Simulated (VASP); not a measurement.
## Pb: single point with PBE

Crystal: Pb.

```
Pb
1.0
     0.01933    2.46287    2.35470
     2.50286   -0.00675    2.37974
     2.48132    2.46742    0.01419
Pb
1
Direct
  0.00000 0.00000 0.00000
```

```json
{"Program": "VASP 6.6.1", "Task": "single point", "Functional": "PBE", "Potentials or basis": "VASP PAW PBE potentials, release 64 (Pb_d)", "Cutoff": "520 eV", "k mesh": "8 × 8 × 8", "Occupations": "fermi-dirac, width 0.05 eV", "Spin": "no spin polarisation", "Dipole correction": "no", "Further INCAR settings": "ALGO = Normal; EDIFF = 1e-06; NBANDS = 13"}
```

```
Pressure               : 5.1 GPa
Band gap on the k mesh : zero (band 7 reaches 15.39 eV, above the bottom of band 8 at 6.40 eV)
```

Stress tensor (GPa, compression positive):
```
 4.96  0.02 -0.12
 0.02  4.82  0.06
-0.12  0.06  5.56
```

Levels at points of the mesh, in eV from the Fermi level:
| k point | band 4 | band 5 | band 6 | band 7 | band 8 | band 9 | band 10 | band 11 |
| --- | --- | --- | --- | --- | --- | --- | --- | --- |
| (0.00, 0.00, 0.00) | -16.94 | -16.88 | -12.05 | 7.60 | 7.86 | 8.04 | 9.87 | 11.93 |
| (0.50, 0.00, 0.00) | -16.77 | -16.74 | -8.04 | -4.38 | 5.38 | 6.11 | 9.33 | 9.66 |
| (0.00, 0.50, 0.00) | -16.77 | -16.75 | -8.23 | -4.43 | 5.59 | 6.34 | 9.52 | 9.90 |
| (0.50, 0.50, 0.00) | -16.71 | -16.71 | -6.23 | -3.14 | 1.72 | 1.76 | 5.21 | 6.49 |
| (0.00, 0.00, 0.50) | -16.77 | -16.74 | -8.07 | -4.39 | 5.40 | 6.16 | 9.38 | 9.68 |
| (0.50, 0.00, 0.50) | -16.75 | -16.70 | -6.76 | -3.54 | 2.06 | 2.58 | 5.71 | 7.04 |
| (0.00, 0.50, 0.50) | -16.75 | -16.70 | -6.83 | -3.58 | 2.24 | 2.54 | 5.80 | 7.07 |
| (0.50, 0.50, 0.50) | -16.77 | -16.75 | -8.18 | -4.42 | 5.54 | 6.28 | 9.47 | 9.83 |

Wall time 61 s on 1 thread of Intel Xeon 6975P-C, on a shared host, peak memory 0.23 GiB.

Caveat: spin-orbit coupling is left out, which moves the levels of the heavy elements.
